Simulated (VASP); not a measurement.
Wanted: the native input for a VASP 6.6.1 run.

| Quantity | Value |
| --- | --- |
| Task | single point |
| Functional | HSE06 |
| Potentials or basis | VASP PAW PBE potentials, release 64 (Ge_d, W_sv) |
| Cutoff | 520 eV |
| k mesh | 5 × 5 × 5 |
| Occupations | fermi-dirac, width 0.05 eV |
| Spin | no spin polarisation |
| Dipole correction | no |
| Grid for exact exchange (PRECFOCK) | Normal |
| Further INCAR settings | ALGO = Normal; EDIFF = 1e-07; NBANDS = 21 |
| Share of exact exchange | 0.25 |
| Screening parameter | 0.2079 1/Å |

GeW:

```xyz
2
Lattice="0.0000 2.5527 2.5527 2.5527 0.0000 2.5527 2.5527 2.5527 0.0000" Properties=species:S:1:pos:R:3 pbc="T T T"
Ge    2.5527    2.5527    2.5527
W     0.0000    0.0000    0.0000
```

These files were run (other wordings do the same):

POSCAR

```
GeW
1.0
    0.0000000000      2.5526677348      2.5526677348
    2.5526677348      0.0000000000      2.5526677348
    2.5526677348      2.5526677348      0.0000000000
Ge W
1 1
Direct
    0.5000000000      0.5000000000      0.5000000000
    0.0000000000      0.0000000000      0.0000000000
```

INCAR.step1

```
PREC = Accurate ; ENCUT = 520
EDIFF = 1E-5 ; ISMEAR = -1
SIGMA = 0.05 ; LREAL = False
LASPH = True ; NELM = 100
ALGO = Normal ; ISIF = 2
LWAVE = True ; LCHARG = False
NBANDS = 21 ; GGA = PE
```

INCAR.step2

```
PREC = Accurate ; ENCUT = 520
EDIFF = 1E-7 ; ISMEAR = -1
SIGMA = 0.05 ; LREAL = False
LASPH = True ; NELM = 100
ALGO = Normal ; ISIF = 2
LWAVE = False ; LCHARG = False
GGA = PE ; LHFCALC = True
HFSCREEN = 0.2079 ; PRECFOCK = Normal
NBANDS = 21 ; ISTART = 1
```

KPOINTS

```
regular mesh
0
Gamma
  5 5 5
```

Potentials or basis: VASP PAW PBE potentials, release 64 (Ge_d, W_sv).

Command:

```bash
$ cat potpaw_PBE.64/Ge_d/POTCAR potpaw_PBE.64/W_sv/POTCAR > POTCAR
$ cp INCAR.step1 INCAR
$ mpirun -np 1 vasp_std > vasp.out
$ cp INCAR.step2 INCAR
$ mpirun -np 1 vasp_std > vasp.out
```

Results of the run:

| Property | Result |
| --- | --- |
| Pressure | 0.0 GPa |
| Band gap on the k mesh | zero (bands 14 and 15 overlap by 1.74 eV) |

Caveat: the k points lie up to 0.43 Å⁻¹ apart, too coarse for converged energies and pressures of a metal; the PAW data sets were made with another functional, which shifts forces and pressure a little; spin-orbit coupling is left out, which moves the levels of the heavy elements.

Run time: 44 min on 1 thread of Intel(R) Xeon(R) Platinum 8488C (Sapphire Rapids), on a shared host, peak memory 0.28 GiB.
